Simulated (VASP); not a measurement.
# BP (F-43m) in VASP: notebook, part 2 of 2

VASP 6.6.1. Earlier steps stand in the parts before.

## (4) Vibrations by perturbation theory, PBEsol

This run uses another cell than the first one, of 11.68 Å³/atom, 1.067 times its volume.

Contents of INCAR:

```
SYSTEM = BP
  PREC = Accurate
  ENCUT = 520
  EDIFF = 1E-8
  ISMEAR = 0
  SIGMA = 0.01
  LREAL = .False.
  LASPH = .True.
  NELM = 60
  ALGO = Normal
  ISIF = 2
  LWAVE = .False.
  LCHARG = .False.
  GGA = PS
  NBANDS = 11
  IBRION = 8
  NSW = 1
```

Contents of KPOINTS:

```
regular mesh
0
Gamma
  8 8 8
  0 0 0
```

Contents of POSCAR:

```
BP
1.0
    2.2691347424      2.2691347424      0.0000000000
   -2.2691347424      2.2691347424      0.0000000000
    0.0000000000      2.2691347424      2.2691347424
B P
1 1
Direct
    0.0000000000      0.0000000000      0.0000000000
    0.7500000000      0.2500000000      0.5000000000
```

Potentials or basis: VASP PAW PBE potentials, release 64 (B, P).

Started as:

```
cat potpaw_PBE.64/B/POTCAR potpaw_PBE.64/P/POTCAR > POTCAR
mpirun -np 1 vasp_std > vasp.out
```

OUTCAR:

```text
SYSTEM = BP
   PREC = Accurate
   ENCUT = 520
   EDIFF = 1E-8
   ISMEAR = 0
   LREAL = .False.
   LASPH = .True.
   NELM = 60
   ISIF = 2
   GGA = PS
   IBRION = 8
   NSW = 1

 ion  position               nearest neighbor table
   1  0.000  0.000  0.000-   2 1.97   2 1.97   2 1.97   2 1.97
   2  0.750  0.250  0.500-   1 1.97   1 1.97   1 1.97   1 1.97

  LATTYP: Found a face centered cubic cell.
 ALAT       =     4.5382694848

  Lattice vectors:

 A1 = (   0.0000000000,   2.2691347424,   2.2691347424)
 A2 = (   2.2691347424,   0.0000000000,   2.2691347424)
 A3 = (   2.2691347424,   2.2691347424,   0.0000000000)

Analysis of symmetry for initial positions (statically):
=====================================================================
 Subroutine PRICEL returns:
 Original cell was already a primitive cell.

 Routine SETGRP: Setting up the symmetry group for a
 face centered cubic supercell.

 Subroutine GETGRP returns: Found 24 space group operations
 (whereof 24 operations were pure point group operations)
 out of a pool of 48 trial point group operations.

The static configuration has the point symmetry T_d .

Analysis of symmetry for dynamics (positions and initial velocities):
=====================================================================
 Subroutine PRICEL returns:
 Original cell was already a primitive cell.

 Routine SETGRP: Setting up the symmetry group for a
 face centered cubic supercell.

 Subroutine GETGRP returns: Found 24 space group operations
[... 520 lines left out ...]
      1.13457      3.40370      1.13457         0.000000     -0.000000     -0.000000
 -----------------------------------------------------------------------------------
    total drift:                                0.000000      0.000000     -0.000000

  FREE ENERGIE OF THE ION-ELECTRON SYSTEM (eV)
  ---------------------------------------------------
  free  energy   TOTEN  =       -13.6701783510 eV

  energy  without entropy=      -13.6701783510  energy(sigma->0) =      -13.67017835

[... ionic steps 2 to 3 ...]

--------------------------------------- Ionic step        4  -------------------------------------------

------------------------ aborting loop because EDIFF is reached ----------------------------------------

[... ionic steps 5 to 6 ...]

--------------------------------------- Ionic step        7  -------------------------------------------

 Free energy of the ion-electron system (eV)
  ---------------------------------------------------
  ---------------------------------------------------
  free energy    TOTEN  =        -0.04074822 eV

  energy without entropy =       -0.04074822

------------------------ aborting loop because EDIFF is reached ----------------------------------------

 INTERNAL STRAIN TENSOR  FOR ION    2  DIRECTION 1   (eV/Angst):
 -----------------------------------------------------------------------------
     0.00708  0.00000 -0.00000
     0.00000 -0.00998  6.99729
    -0.00000  6.99729 -0.00998

 INTERNAL STRAIN TENSOR FOR ION    2 for displacements in x,y,z  (eV/Angst):
          X           Y           Z          XY          YZ          ZX
  --------------------------------------------------------------------------------
  x     0.00000    -0.00000    -0.00000     0.00000     6.99729    -0.00000
  y     0.00000     0.00000     0.00000    -0.00000     0.00000     6.99729
  z    -0.00000    -0.00000     0.00000     6.99729    -0.00000    -0.00000

 SECOND DERIVATIVES (NOT SYMMETRIZED)
 ------------------------------------
               1X          1Y          1Z          2X          2Y          2Z
  1X   -18.937339    0.000000    0.000000   18.937339    0.000000    0.000000
  1Y     0.000000  -18.937339    0.000000    0.000000   18.937339    0.000000
  1Z     0.000000    0.000000  -18.937339    0.000000    0.000000   18.937339
  2X    18.936710    0.000000    0.000000  -18.936710    0.000000    0.000000
  2Y     0.000000   18.936710    0.000000    0.000000  -18.936710    0.000000
  2Z     0.000000    0.000000   18.936710    0.000000    0.000000  -18.936710

 Eigenvectors and eigenvalues of the dynamical matrix
 ----------------------------------------------------

   1 f  =   24.031836 THz   150.996481 2PiTHz  801.615775 cm-1    99.387645 meV
             X         Y         Z           dx          dy          dz
      0.000000  0.000000  0.000000    -0.000000   -0.000000   -0.860975
      1.134567  3.403702  1.134567    -0.000000   -0.000000    0.508648
[... 21 lines left out ...]
   6 f/i=    0.000175 THz     0.001098 2PiTHz    0.005829 cm-1     0.000723 meV
             X         Y         Z           dx          dy          dz
      0.000000  0.000000  0.000000    -0.179069   -0.343562    0.329579
      1.134567  3.403702  1.134567    -0.303106   -0.581538    0.557869

--------------------------------------------------------------------------------------------------------

 ELASTIC MODULI CONTR FROM IONIC RELAXATION (kBar)
 Direction    XX          YY          ZZ          XY          YZ          ZX
 --------------------------------------------------------------------------------
 XX          -0.0000     -0.0000     -0.0000     -0.0000      0.0000     -0.0000
 YY          -0.0000     -0.0000     -0.0000     -0.0000     -0.0000     -0.0000
 ZZ          -0.0000     -0.0000     -0.0000      0.0000     -0.0000     -0.0000
 XY          -0.0000     -0.0000      0.0000   -187.1268     -0.0000     -0.0000
 YZ           0.0000     -0.0000     -0.0000     -0.0000   -187.1268      0.0000
 ZX          -0.0000     -0.0000     -0.0000     -0.0000      0.0000   -187.1268
 --------------------------------------------------------------------------------
```

OSZICAR:

```text
N       E                     dE             d eps       ncg     rms          rms(c)
DAV:   1     0.866661644094E+01    0.86666E+01   -0.39979E+03   638   0.656E+02
DAV:   2    -0.136908878918E+02   -0.22358E+02   -0.21398E+02   836   0.109E+02
DAV:   3    -0.143765223527E+02   -0.68563E+00   -0.68408E+00   811   0.167E+01
[... 37 lines left out ...]
RMM:   6    -0.407501556355E-01    0.89411E-05   -0.39515E-06  3579   0.644E-04    0.225E-03
RMM:   7    -0.407487838012E-01    0.13718E-05   -0.16441E-06  3577   0.442E-04    0.541E-05
RMM:   8    -0.407482873875E-01    0.49641E-06   -0.20597E-07  3640   0.536E-05    0.189E-05
RMM:   9    -0.407481955377E-01    0.91850E-07    0.15533E-07  3710   0.188E-05    0.671E-06
RMM:  10    -0.407482229545E-01   -0.27417E-07    0.29026E-08  3680   0.446E-06    0.503E-06
RMM:  11    -0.407482222478E-01    0.70670E-09   -0.21942E-08  3249   0.153E-06    0.360E-07
 Linear response finished
```

stdout:

```text
POSCAR found type information on POSCAR B P
 POSCAR found :  2 types and       2 ions
 scaLAPACK will be used
 -----------------------------------------------------------------------------
|                                                                             |
|                                                                             |
|     You enforced a specific xc type in the INCAR file but a different       |
|     I HOPE YOU KNOW WHAT YOU ARE DOING!                                     |
|                                                                             |
 -----------------------------------------------------------------------------

 LDA part: xc-table for (Slater+PW92), standard interpolation
 POSCAR, INCAR and KPOINTS ok, starting setup
 FFT: planning ... GRIDC
 FFT: planning ... GRID_SOFT
 FFT: planning ... GRID
 WAVECAR not read
 entering main loop
 Linear response reoptimize wavefunctions to high precision
 Linear response DOF=           2
 Linear response progress:
 first order change of Fermi-energy  -0.19152E-03
 force on displaced ion       1 direction 1 : -18.937  -0.000  -0.000
 Linear response progress:
 first order change of Fermi-energy  -0.26007E-03
 force on displaced ion       2 direction 1 : -18.937  -0.000   0.000
 Linear response finished
```

Run time: 22 s. Hardware: 1 thread of Intel Xeon 6975P-C (Granite Rapids), shared host; peak memory 0.18 GiB.

What came out:

```yaml
Highest_phonon_frequency_at_Γ_LO-TO_splitting_left_out: 802 cm⁻¹
```

Phonon frequencies in cm⁻¹ (negative: imaginary):
```csv
q point,frequencies
"(0.000, 0.000, 0.000)",0 0 0 802 802 802
```

Caveat: the cell wasn't relaxed at this level first, which shifts response properties; the PAW data sets were made with another functional, which shifts forces and pressure a little.

## (5) Vibrations by perturbation theory, PBEsol

This run uses another cell than the first one, of 11.41 Å³/atom, 1.043 times its volume.

Contents of INCAR:

```
ALGO = Normal ; EDIFF = 1E-8
ENCUT = 520 ; GGA = PS
IBRION = 8 ; ISIF = 2
ISMEAR = 0 ; LASPH = T
LCHARG = F ; LREAL = F
LWAVE = F ; NELM = 100
NSW = 1 ; PREC = Accurate
SIGMA = 0.01
```

Contents of KPOINTS:

```
k-points
0
Gamma
  8 8 8
```

Contents of POSCAR:

```
BP
1.0
    2.2514830147      2.2514830147      0.0000000000
   -2.2514830147      2.2514830147      0.0000000000
    0.0000000000      2.2514830147      2.2514830147
B P
1 1
Direct
    0.0000000000      0.0000000000      0.0000000000
    0.7500000000      0.2500000000      0.5000000000
```

Potentials or basis: VASP PAW PBE potentials, release 64 (B, P).

Started as:

```
cat potpaw_PBE.64/B/POTCAR potpaw_PBE.64/P/POTCAR > POTCAR
mpirun -np 1 vasp_std > vasp.out
```

OUTCAR:

```text
EDIFF = 1E-8
   ENCUT = 520
   GGA = PS
   IBRION = 8
   ISIF = 2
   ISMEAR = 0
   LASPH = T
   LREAL = F
   NELM = 100
   NSW = 1
   PREC = Accurate

 ion  position               nearest neighbor table
   1  0.000  0.000  0.000-   2 1.95   2 1.95   2 1.95   2 1.95
   2  0.750  0.250  0.500-   1 1.95   1 1.95   1 1.95   1 1.95

  LATTYP: Found a face centered cubic cell.
 ALAT       =     4.5029660294

  Lattice vectors:

 A1 = (   0.0000000000,   2.2514830147,   2.2514830147)
 A2 = (   2.2514830147,   0.0000000000,   2.2514830147)
[... 517 lines left out ...]
               1X          1Y          1Z          2X          2Y          2Z
  1X   -19.838199    0.000000    0.000000   19.838199    0.000000    0.000000
  1Y     0.000000  -19.838199    0.000000    0.000000   19.838199    0.000000
  1Z     0.000000    0.000000  -19.838199    0.000000    0.000000   19.838199
  2X    19.840694    0.000000   -0.000000  -19.840694   -0.000000    0.000000
  2Y    -0.000000   19.840694    0.000000    0.000000  -19.840694   -0.000000
  2Z    -0.000000    0.000000   19.840694    0.000000   -0.000000  -19.840694

 Eigenvectors and eigenvalues of the dynamical matrix
 ----------------------------------------------------

   1 f  =   24.597306 THz   154.549430 2PiTHz  820.477804 cm-1   101.726237 meV
             X         Y         Z           dx          dy          dz
      0.000000  0.000000  0.000000     0.860957   -0.000000    0.000000
      1.125742  3.377225  1.125742    -0.508678   -0.000000    0.000000
[... 21 lines left out ...]
   6 f/i=    0.000677 THz     0.004256 2PiTHz    0.022595 cm-1     0.002801 meV
             X         Y         Z           dx          dy          dz
      0.000000  0.000000  0.000000     0.000000   -0.000000   -0.508678
      1.125742  3.377225  1.125742    -0.000000    0.000000   -0.860957

--------------------------------------------------------------------------------------------------------

 ELASTIC MODULI CONTR FROM IONIC RELAXATION (kBar)
 Direction    XX          YY          ZZ          XY          YZ          ZX
 --------------------------------------------------------------------------------
 XX          -0.0000      0.0000      0.0000      0.0000     -0.0000     -0.0000
 YY           0.0000     -0.0000      0.0000      0.0000      0.0000      0.0000
 ZZ           0.0000      0.0000     -0.0000     -0.0000      0.0000     -0.0000
 XY           0.0000      0.0000     -0.0000   -239.5516      0.0000      0.0000
 YZ          -0.0000      0.0000      0.0000      0.0000   -239.5516      0.0000
 ZX          -0.0000      0.0000     -0.0000      0.0000      0.0000   -239.5516
 --------------------------------------------------------------------------------
```

stdout:

```text
POSCAR found type information on POSCAR B P
 POSCAR found :  2 types and       2 ions
 scaLAPACK will be used
 -----------------------------------------------------------------------------
|                                                                             |
|                                                                             |
|     You enforced a specific xc type in the INCAR file but a different       |
|     I HOPE YOU KNOW WHAT YOU ARE DOING!                                     |
|                                                                             |
 -----------------------------------------------------------------------------

 LDA part: xc-table for (Slater+PW92), standard interpolation
 POSCAR, INCAR and KPOINTS ok, starting setup
 FFT: planning ... GRIDC
 FFT: planning ... GRID_SOFT
 FFT: planning ... GRID
 WAVECAR not read
 entering main loop
 Linear response reoptimize wavefunctions to high precision
 Linear response DOF=           2
 Linear response progress:
 first order change of Fermi-energy  -0.25486E-03
 force on displaced ion       1 direction 1 : -19.838   0.000  -0.000
 Linear response progress:
 first order change of Fermi-energy  -0.19458E-03
 force on displaced ion       2 direction 1 : -19.841  -0.000  -0.000
 Linear response finished
```

It took 22 s on 1 thread of Intel Xeon 6975P-C (Granite Rapids), shared host; peak memory 0.17 GiB.

What came out:

* Highest phonon frequency at Γ, LO-TO splitting left out: 820 cm⁻¹

Phonon frequencies in cm⁻¹ (negative: imaginary):
```tsv
q point	frequencies
(0.000, 0.000, 0.000)	0 0 0 820 820 820
```

Caveat: the cell wasn't relaxed at this level first, which shifts response properties; the PAW data sets were made with another functional, which shifts forces and pressure a little.
